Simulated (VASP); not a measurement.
# AlCu3 (Fm-3m) in VASP: notebook

The runs below take AlCu3 through single point, with LDA, r2SCAN.

Program: VASP 6.6.1. These are calculated values, not measurements. Logs are shortened: lines on timing, memory, paths and dates and some standing lists are left out, and cuts for length are marked.

### 1 The cell of the first run

Symmetry: Fm-3m, No. 225, cubic system. Conventional cell: a = 5.854 Å, b = 5.854 Å, c = 5.854 Å, α = 90.00°, β = 90.00°, γ = 90.00°. Within 3.3 Å of Al (site symmetry m-3m) lie 14 Cu at 2.54 to 2.93 Å. Within 3.3 Å of Cu (site symmetry m-3m) lie 8 Cu at 2.54 Å and 6 Al at 2.93 Å. Within 3.3 Å of Cu (site symmetry -43m) lie 4 Al at 2.54 Å and 10 Cu at 2.54 to 2.93 Å.

### 2 Single point, LDA

The input, INCAR:

```
SYSTEM = AlCu3
PREC = Accurate
ENCUT = 520
EDIFF = 1E-6
ISMEAR = 0
SIGMA = 0.1
LREAL = .FALSE.
LASPH = .TRUE.
NELM = 80
ALGO = Normal
ISIF = 2
LWAVE = .FALSE.
LCHARG = .TRUE.
LELF = .TRUE.
LVHAR = .TRUE.
NBANDS = 26
```

The input, KPOINTS:

```
Automatic mesh
0
G
  12 12 12
  0 0 0
```

The input, POSCAR:

```
AlCu3
1.0
    0.0000000000      2.9271909377      2.9271909377
    2.9271909377      0.0000000000      2.9271909377
    2.9271909377      2.9271909377      0.0000000000
Al Cu
1 3
Direct
    0.0000000000      0.0000000000      0.0000000000
    0.5000000000      0.5000000000      0.5000000000
    0.2500000000      0.2500000000      0.2500000000
    0.7500000000      0.7500000000      0.7500000000
```

Potentials or basis: VASP PAW LDA potentials, release 64 (Al, Cu).

Command:

```bash
$ cat potpaw_LDA.64/Al/POTCAR potpaw_LDA.64/Cu/POTCAR > POTCAR
$ mpirun -np 1 vasp_std > vasp.out
```

OUTCAR:

```text
SYSTEM = AlCu3
   PREC = Accurate
   ENCUT = 520
   EDIFF = 1E-6
   ISMEAR = 0
   LREAL = .FALSE.
   LASPH = .TRUE.
   NELM = 80
   ISIF = 2

 ion  position               nearest neighbor table
   1  0.000  0.000  0.000-   4 2.54   4 2.54   4 2.54   3 2.54   4 2.54   3 2.54   3 2.54   3 2.54
                             2 2.93   2 2.93   2 2.93   2 2.93   2 2.93   2 2.93
   2  0.500  0.500  0.500-   3 2.54   3 2.54   3 2.54   3 2.54   4 2.54   4 2.54   4 2.54   4 2.54
                             1 2.93   1 2.93   1 2.93   1 2.93   1 2.93   1 2.93
   3  0.250  0.250  0.250-   1 2.54   1 2.54   1 2.54   1 2.54   2 2.54   2 2.54   2 2.54   2 2.54

   4  0.750  0.750  0.750-   2 2.54   2 2.54   2 2.54   1 2.54   2 2.54   1 2.54   1 2.54   1 2.54

  LATTYP: Found a face centered cubic cell.
 ALAT       =     5.8543818754

  Lattice vectors:

 A1 = (   0.0000000000,   2.9271909377,   2.9271909377)
 A2 = (   2.9271909377,   0.0000000000,   2.9271909377)
 A3 = (   2.9271909377,   2.9271909377,   0.0000000000)

Analysis of symmetry for initial positions (statically):
=====================================================================
 Subroutine PRICEL returns:
 Original cell was already a primitive cell.

 Routine SETGRP: Setting up the symmetry group for a
 face centered cubic supercell.

 Subroutine GETGRP returns: Found 48 space group operations
 (whereof 48 operations were pure point group operations)
 out of a pool of 48 trial point group operations.

The static configuration has the point symmetry O_h .

Analysis of symmetry for dynamics (positions and initial velocities):
=====================================================================
 Subroutine PRICEL returns:
 Original cell was already a primitive cell.

 Routine SETGRP: Setting up the symmetry group for a
 face centered cubic supercell.

 Subroutine GETGRP returns: Found 48 space group operations
 (whereof 48 operations were pure point group operations)
 out of a pool of 48 trial point group operations.

The dynamic configuration has the point symmetry O_h .

 Subroutine INISYM returns: Found 48 space group operations
 (whereof 48 operations are pure point group operations),
 and found     1 'primitive' translations

----------------------------------------------------------------------------------------

                                     Primitive cell

  volume of cell :      50.1630

  direct lattice vectors                    reciprocal lattice vectors
[... 85 lines left out ...]
   ISPIN  =      1    spin polarized calculation?
   LNONCOLLINEAR =      F non collinear calculations
   LSORBIT =      F    spin-orbit coupling
   LASPH  =      T    aspherical Exc in radial PAW
   ENCUT  =  520.0 eV  38.22 Ry    6.18 a.u.   7.70  7.70  7.70*2*pi/ulx,y,z
   NELM   =     80;   NELMIN=  2; NELMDL= -5     # of ELM steps
   EDIFF  = 0.1E-05   stopping-criterion for ELM
   LREAL  =      F    real-space projection
   EDIFFG = 0.1E-04   stopping-criterion for IOM
   NSW    =      0    number of steps for IOM
   IBRION =     -1    ionic relax: 0-MD 1-quasi-New 2-CG
   NFREE  =      0    steps in history (QN), initial steepest desc. (CG)
   ISIF   =      2    stress and relaxation
   ISYM   =      2    0-nonsym 1-usesym 2-fastsym
   POTIM  = 0.5000    time-step for ionic-motion
   TEBEG  =    0.0;   TEEND  =   0.0 temperature during run
   PSTRESS=    0.0 pullay stress
   NELECT =      36.0000    total number of electrons
   NUPDOWN=      -1.0000    fix difference up-down
   EMIN   =  10.00;   EMAX   =-10.00  energy-range for DOS
   EFERMI =   0.00;   METHOD = LEGACY
   ISMEAR =     0;   SIGMA  =   0.10  broadening in eV -4-tet -1-fermi 0-gaus
   EFERMI_NEDOS =   21; number of points for ismear=-14 and -15
   IALGO  =     38    algorithm
   IMIX   =      4    mixing-type and parameters
     AMIX     =   0.40;   BMIX     =  1.00
     AMIX_MAG =   1.60;   BMIX_MAG =  1.00
  volume/ion in A,a.u.               =      12.54        84.63
  Fermi-wavevector in a.u.,A,eV,Ry     =   1.465710  2.769790 29.229461  2.148305
  Thomas-Fermi vector in A             =   2.581534
   LORBIT       =      0    0 simple, 1 ext, 2 COOP (PROOUT), +10 PAW based schemes
   GGA     = CA    functional components
   LHFCALC =     F    Hartree Fock is set to
   AEXX    =    0.0000 exact exchange contribution
   IVDW    =     0    specifies the selected vdW correction
   LEPSILON=     F    determine dielectric tensor
   LRPA    =     F    only Hartree local field effects (RPA)
 non-spin polarized calculation
 Gauss-broadening in eV      SIGMA  =   0.10
  energy-cutoff  :      520.00
  volume of cell :       50.16
 maximum number of plane-waves:      1369
   NGX = 15   NGY = 15   NGZ = 15

 number of electron      35.9999971 magnetization

 Free energy of the ion-electron system (eV)
  ---------------------------------------------------
  ext. energy  EPLUGINS =         0.00000000
  ---------------------------------------------------
  free energy    TOTEN  =       -18.92558377 eV

  energy without entropy =      -18.92076296  energy(sigma->0) =      -18.92317336

 E-fermi :   7.9312     XC(G=0): -12.4233

 val. band max:        7.9213083931   @ k =  -0.1667   0.1667   0.0000
 cond. band min:       8.0113338079   @ k =  -0.1667   0.1667   0.0000
 fundamental gap:      0.0900254148
 Fermi energy:         7.9312182013

 k-point     1 :       0.0000    0.0000    0.0000
  band No.  band energies     occupation
      1      -2.3294      2.00000
      2       3.4079      2.00000
      3       3.4079      2.00000
      4       3.4709      2.00000
      5       3.4709      2.00000
      6       3.4709      2.00000
[... 685 lines left out ...]
     25      16.9516      0.00000
     26      17.9443      0.00000

 [... further k-points ...]
[... 5 lines left out ...]
  --------------------------------------------------------------------------------------
  -------------------------------------------------------------------------------------
  Total       -3.2734408     -3.2734408     -3.2734408      0.0000000      0.0000000      0.0000000
  in kB     -104.5518984   -104.5518984   -104.5518984      0.0000000      0.0000000      0.0000000
  external PRESSURE =    -104.5518984 kB  Pullay stress =       0.0000000 kB

 VOLUME and BASIS-vectors are now :
 -----------------------------------------------------------------------------
  energy-cutoff  :      520.00
  volume of cell :       50.16
      direct lattice vectors                 reciprocal lattice vectors
     0.000000000  2.927190938  2.927190938    -0.170812226  0.170812226  0.170812226
     2.927190938  0.000000000  2.927190938     0.170812226 -0.170812226  0.170812226
     2.927190938  2.927190938  0.000000000     0.170812226  0.170812226 -0.170812226

 POSITION                                       TOTAL-FORCE (eV/Angst)
 -----------------------------------------------------------------------------------
      0.00000      0.00000      0.00000         0.000000      0.000000      0.000000
      2.92719      2.92719      2.92719         0.000000      0.000000      0.000000
      1.46360      1.46360      1.46360         0.000000      0.000000     -0.000000
      4.39079      4.39079      4.39079        -0.000000     -0.000000      0.000000
 -----------------------------------------------------------------------------------
    total drift:                               -0.000000     -0.000000      0.000000

  FREE ENERGIE OF THE ION-ELECTRON SYSTEM (eV)
  ---------------------------------------------------
  free  energy   TOTEN  =       -18.9255837661 eV

  energy  without entropy=      -18.9207629604  energy(sigma->0) =      -18.92317336
```

stdout:

```text
POSCAR found type information on POSCAR AlCu
 POSCAR found :  2 types and       4 ions
 scaLAPACK will be used
 LDA part: xc-table for (Slater(with rela. corr.)+CA(PZ))
 , standard interpolation
 POSCAR, INCAR and KPOINTS ok, starting setup
 FFT: planning ... GRIDC
 FFT: planning ... GRID_SOFT
 FFT: planning ... GRID
 WAVECAR not read
 entering main loop
```

Run time: 46 s. Hardware: 1 thread of Intel Xeon Platinum 8488C (Sapphire Rapids), shared host; peak memory 0.2 GiB.

What came out:

```
Free energy            : -18.9256 eV
Pressure               : -10.5 GPa
Band gap on the k mesh : zero (band 18 reaches 11.68 eV, above the bottom of band 19 at 5.96 eV)
```

### 3 Single point, r2SCAN

POSCAR is that of step 2.

The input, INCAR.step1:

```
SYSTEM = AlCu3
  PREC = Accurate
  ENCUT = 520
  ISMEAR = 0
  SIGMA = 0.1
  LREAL = .FALSE.
  LASPH = .TRUE.
  NELM = 60
  NBANDS = 26
  GGA = PE
  ALGO = Normal
  EDIFF = 1E-4
  LWAVE = .TRUE.
  LCHARG = .FALSE.
```

The input, INCAR.step2:

```
SYSTEM = AlCu3
  PREC = Accurate
  ENCUT = 520
  EDIFF = 1E-6
  ISMEAR = 0
  SIGMA = 0.1
  LREAL = .FALSE.
  LASPH = .TRUE.
  NELM = 60
  ALGO = Normal
  ISIF = 2
  LWAVE = .FALSE.
  LCHARG = .TRUE.
  METAGGA = R2SCAN
  LMIXTAU = .TRUE.
  LELF = .TRUE.
  LVHAR = .TRUE.
  NBANDS = 26
  ISTART = 1
```

KPOINTS is that of step 2.

Potentials or basis: VASP PAW PBE potentials, release 64 (Al, Cu).

Command:

```bash
$ cat potpaw_PBE.64/Al/POTCAR potpaw_PBE.64/Cu/POTCAR > POTCAR
$ cp INCAR.step1 INCAR
$ mpirun -np 1 vasp_std > vasp.out
$ cp INCAR.step2 INCAR
$ mpirun -np 1 vasp_std > vasp.out
```

OUTCAR:

```text
SYSTEM = AlCu3
   PREC = Accurate
   ENCUT = 520
   EDIFF = 1E-6
   ISMEAR = 0
   LREAL = .FALSE.
   LASPH = .TRUE.
   NELM = 60
   ISIF = 2
   METAGGA = R2SCAN
   ISTART = 1

 ion  position               nearest neighbor table
   1  0.000  0.000  0.000-   4 2.54   4 2.54   4 2.54   3 2.54   4 2.54   3 2.54   3 2.54   3 2.54
                             2 2.93   2 2.93   2 2.93   2 2.93   2 2.93   2 2.93
   2  0.500  0.500  0.500-   3 2.54   3 2.54   3 2.54   3 2.54   4 2.54   4 2.54   4 2.54   4 2.54
                             1 2.93   1 2.93   1 2.93   1 2.93   1 2.93   1 2.93
   3  0.250  0.250  0.250-   1 2.54   1 2.54   1 2.54   1 2.54   2 2.54   2 2.54   2 2.54   2 2.54

   4  0.750  0.750  0.750-   2 2.54   2 2.54   2 2.54   1 2.54   2 2.54   1 2.54   1 2.54   1 2.54

  LATTYP: Found a face centered cubic cell.
 ALAT       =     5.8543818754

  Lattice vectors:

 A1 = (   0.0000000000,   2.9271909377,   2.9271909377)
 A2 = (   2.9271909377,   0.0000000000,   2.9271909377)
 A3 = (   2.9271909377,   2.9271909377,   0.0000000000)

Analysis of symmetry for initial positions (statically):
=====================================================================
 Subroutine PRICEL returns:
[... 171 lines left out ...]
  free energy    TOTEN  =       -39.92944606 eV

  energy without entropy =      -39.92468310  energy(sigma->0) =      -39.92706458

 E-fermi :   7.9914     XC(G=0): -13.1119

 val. band max:        7.9888124637   @ k =  -0.1667   0.1667   0.0000
 cond. band min:       8.0846664603   @ k =  -0.2500   0.3333   0.0833
 fundamental gap:      0.0958539966
 Fermi energy:         7.9913693810

 k-point     1 :       0.0000    0.0000    0.0000
  band No.  band energies     occupation
      1      -2.7576      2.00000
      2       3.3405      2.00000
      3       3.3405      2.00000
      4       3.4131      2.00000
      5       3.4132      2.00000
      6       3.4132      2.00000
[... 685 lines left out ...]
     25      17.4022      0.00000
     26      18.7445      0.00000

 [... further k-points ...]
[... 5 lines left out ...]
  --------------------------------------------------------------------------------------
  -------------------------------------------------------------------------------------
  Total       -1.5408454     -1.5408454     -1.5408454      0.0000000      0.0000000     -0.0000000
  in kB      -49.2137548    -49.2137548    -49.2137548      0.0000000      0.0000000     -0.0000000
  external PRESSURE =     -49.2137548 kB  Pullay stress =       0.0000000 kB

 VOLUME and BASIS-vectors are now :
 -----------------------------------------------------------------------------
  energy-cutoff  :      520.00
  volume of cell :       50.16
      direct lattice vectors                 reciprocal lattice vectors
     0.000000000  2.927190938  2.927190938    -0.170812226  0.170812226  0.170812226
     2.927190938  0.000000000  2.927190938     0.170812226 -0.170812226  0.170812226
     2.927190938  2.927190938  0.000000000     0.170812226  0.170812226 -0.170812226

 POSITION                                       TOTAL-FORCE (eV/Angst)
 -----------------------------------------------------------------------------------
      0.00000      0.00000      0.00000        -0.000000      0.000000     -0.000000
      2.92719      2.92719      2.92719        -0.000000      0.000000     -0.000000
      1.46360      1.46360      1.46360         0.000000     -0.000000     -0.000000
      4.39079      4.39079      4.39079        -0.000000      0.000000      0.000000
 -----------------------------------------------------------------------------------
    total drift:                               -0.000000     -0.000000      0.000000

  FREE ENERGIE OF THE ION-ELECTRON SYSTEM (eV)
  ---------------------------------------------------
  free  energy   TOTEN  =       -39.9294460607 eV

  energy  without entropy=      -39.9246830997  energy(sigma->0) =      -39.92706458
```

It took 3.1 min on 1 thread of Intel Xeon Platinum 8488C (Sapphire Rapids), shared host; peak memory 0.23 GiB.

What came out:

| Property | Result |
| --- | --- |
| Free energy | -39.9294 eV |
| Pressure | -4.9 GPa |
| Band gap on the k mesh | zero (band 18 reaches 11.86 eV, above the bottom of band 19 at 5.87 eV) |

Caveat: the PAW data sets were made with another functional, which shifts forces and pressure a little.
